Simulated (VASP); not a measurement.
Input of a VASP 6.6.1 run:

Contents of INCAR:

```
SYSTEM = TiB2
  PREC = Accurate
  ENCUT = 520
  EDIFF = 1E-6
  ISMEAR = -1
  SIGMA = 0.05
  LREAL = .FALSE.
  LASPH = .TRUE.
  NELM = 100
  ALGO = Normal
  ISIF = 2
  LWAVE = .FALSE.
  LCHARG = .FALSE.
  GGA = PS
  NBANDS = 16
```

File KPOINTS:

```
Automatic mesh
0
G
  14 14 11
  0 0 0
```

POSCAR

```
TiB2
1.0
    2.5367536103      0.0000000000      0.0000000000
   -1.2683768051      2.1968930697      0.0000000000
    0.0000000000      0.0000000000      2.5319163320
Ti B
1 2
Direct
    0.0000000000      0.0000000000      0.0000000000
    0.3333333333      0.6666666667      0.5000000000
    0.6666666667      0.3333333333      0.5000000000
```

Potentials or basis: VASP PAW PBE potentials, release 64 (Ti_sv, B).

Run with:

```bash
$ cat potpaw_PBE.64/Ti_sv/POTCAR potpaw_PBE.64/B/POTCAR > POTCAR
$ mpirun -np 1 vasp_std > vasp.out
```

Problem. What does it give for the band gap on the k mesh?

Solution. Zero (bands 9 and 10 overlap by 1.95 eV).

Problem. Estimate the pressure.

Solution. 452.9 GPa.

Stress tensor (GPa, compression positive):
```
453.69   0.00   0.00
  0.00 453.69   0.00
  0.00   0.00 451.40
```

Caveat: the cell stands under pressure; the PAW data sets were made with another functional, which shifts forces and pressure a little.
